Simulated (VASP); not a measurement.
# SiO2: single point with PBE

SiO2, a slab with vacuum:

```
Si O
1.0
     5.92061    0.00000    0.00000
     0.00000    5.33680    0.00000
     0.00000    0.00000   17.77142
Si O
8 16
Direct
  0.00000 0.00000 0.05627
  0.50000 0.25000 0.05627
  0.54013 0.94622 0.26000
  0.05152 0.21281 0.22982
  0.00000 0.50000 0.05627
  0.50000 0.75000 0.05627
  0.55346 0.46410 0.25062
  0.02397 0.72098 0.22163
  0.04445 0.99189 0.15150
  0.19410 0.25000 0.05627
  0.52537 0.00862 0.10899
  0.80590 0.25000 0.05627
  0.57562 0.83063 0.35047
  0.71739 0.21993 0.23979
  0.01912 0.92906 0.30060
  0.35799 0.22324 0.25580
  0.06160 0.49578 0.14567
  0.19410 0.75000 0.05627
  0.49400 0.49481 0.11749
  0.80590 0.75000 0.05627
  0.53883 0.55524 0.33850
  0.74649 0.68494 0.20315
  0.05817 0.46796 0.27936
  0.36481 0.70557 0.23125
```

| Property | Result |
| --- | --- |
| Program | VASP 6.6.1 |
| Task | single point |
| Functional | PBE |
| Potentials or basis | VASP PAW PBE potentials, release 64 (Si, O) |
| Cutoff | 520 eV |
| k mesh | 2 × 2 × 1 |
| Occupations | fermi-dirac, width 0.05 eV |
| Spin | no spin polarisation |

```json
{
 "Largest force": "5.392 eV/Å",
 "Band gap on the k mesh": "0.02 eV (least direct gap 0.11 eV)"
}
```

Forces in eV/Å, atoms in the order of the input:
```
Si   0.740  0.088  4.413
Si  -0.379  2.745 -0.217
Si  -0.041  0.633 -0.454
Si  -0.448 -1.117  2.997
Si   0.634 -0.085  4.232
Si  -0.138 -1.724  1.161
Si  -0.989  1.932 -1.906
Si   1.568 -1.275  2.844
O   -0.396  0.588  3.177
O   -0.950 -1.148 -4.663
O   -1.286 -1.910  0.917
O    2.109  0.300 -2.918
O   -0.052 -0.358 -1.256
O    2.677 -3.019 -0.653
O    0.521  1.877 -5.027
O   -0.683 -3.081 -1.172
O   -0.924 -0.645  3.178
O   -0.795  0.922 -4.495
O    0.353 -0.284 -2.221
O    1.986 -0.206 -2.911
O    1.193  0.728  2.989
O   -2.149  1.759  2.959
O   -1.803  0.556  0.286
O   -0.749  2.726 -1.257
```

Levels at points of the mesh, in eV from the valence-band top:
| k point | band 60 | band 61 | band 62 | band 63 | band 64 | band 65 | band 66 | band 67 | band 68 | band 69 |
| --- | --- | --- | --- | --- | --- | --- | --- | --- | --- | --- |
| (0.00, 0.00, 0.00) | -1.50 | -0.89 | -0.79 | -0.33 | -0.06 | 0.24 | 0.79 | 1.12 | 2.43 | 3.53 |
| (0.50, 0.00, 0.00) | -1.40 | -1.01 | -0.71 | -0.41 | -0.26 | 0.54 | 0.99 | 1.77 | 2.62 | 3.52 |
| (0.00, 0.50, 0.00) | -1.39 | -0.60 | -0.38 | -0.23 | -0.19 | 0.02 | 0.86 | 0.87 | 3.06 | 4.86 |
| (0.50, 0.50, 0.00) | -1.34 | -0.69 | -0.53 | -0.22 | 0.00 | 0.11 | 0.71 | 0.73 | 3.11 | 4.92 |

It took 7.5 min on 1 thread of Intel(R) Xeon(R) Platinum 8259CL CPU @ 2.50GHz (Skylake/Cascade Lake), with other jobs on the host, peak memory 0.59 GiB.

Caveat: the k points lie up to 0.59 Å⁻¹ apart; the atoms stand as in a frame of molecular dynamics.
